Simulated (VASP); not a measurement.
# C10O: single point with PBE+D3(BJ)

System: C10O, a slab with vacuum.

```
C O
1.0
     2.46554    0.00000    0.00000
    -1.23277    2.13415    0.00000
     0.00000    0.00000   32.59797
C O
10 1
Direct
  0.08331 0.16662 0.26075
  0.41669 0.83338 0.26075
  0.58331 0.16662 0.36504
  0.91669 0.83338 0.36504
  0.08331 0.16662 0.46932
  0.41669 0.83338 0.46932
  0.58331 0.16662 0.57361
  0.91669 0.83338 0.57361
  0.08331 0.16662 0.67789
  0.41669 0.83338 0.67789
  0.08331 0.41662 0.75417
```

```yaml
Program: VASP 6.6.1
Task: single point
Functional: PBE
Dispersion: D3(BJ)
Potentials_or_basis: VASP PAW PBE potentials, release 64 (C, O)
Cutoff: 520 eV
k_mesh: 12 × 12 × 1
Occupations: gaussian, width 0.1 eV
Spin: no spin polarisation
Dipole_correction: yes
Further_INCAR_settings: ALGO = Normal; EDIFF = 1e-06; NBANDS = 34
```

The largest force is 0.196 eV/Å and the band gap on the k mesh is zero (bands 23 and 24 overlap by 1.57 eV). The dispersion energy per atom is -0.139 eV.

Forces on the atoms (eV/Å):
```
C    0.000  0.001  0.002
C    0.000 -0.001  0.002
C    0.000  0.000 -0.001
C    0.000  0.000 -0.001
C   -0.001  0.004  0.003
C    0.001 -0.004  0.003
C   -0.001 -0.037 -0.009
C    0.000  0.037 -0.009
C   -0.033 -0.057  0.052
C   -0.060  0.051 -0.179
O    0.094  0.007  0.139
```

Levels at points of the mesh, in eV from the Fermi level:
| k point | band 20 | band 21 | band 22 | band 23 | band 24 | band 25 | band 26 | band 27 |
| --- | --- | --- | --- | --- | --- | --- | --- | --- |
| (0.00, 0.00, 0.00) | -2.47 | -2.47 | -1.47 | 1.19 | 1.20 | 3.59 | 4.66 | 5.09 |
| (0.50, 0.00, 0.00) | -2.36 | -2.31 | -1.95 | 0.02 | 0.31 | 1.69 | 1.74 | 1.81 |
| (0.50, 0.50, 0.00) | -2.36 | -2.31 | -2.05 | 0.15 | 0.32 | 1.69 | 1.74 | 1.81 |
| (0.00, 0.50, 0.00) | -2.16 | -1.81 | -1.35 | -0.54 | 0.32 | 1.13 | 1.46 | 1.89 |

Run time: 15 min on 1 thread of Oxide Virtual Turin-like Processor (shared host), peak memory 0.45 GiB.
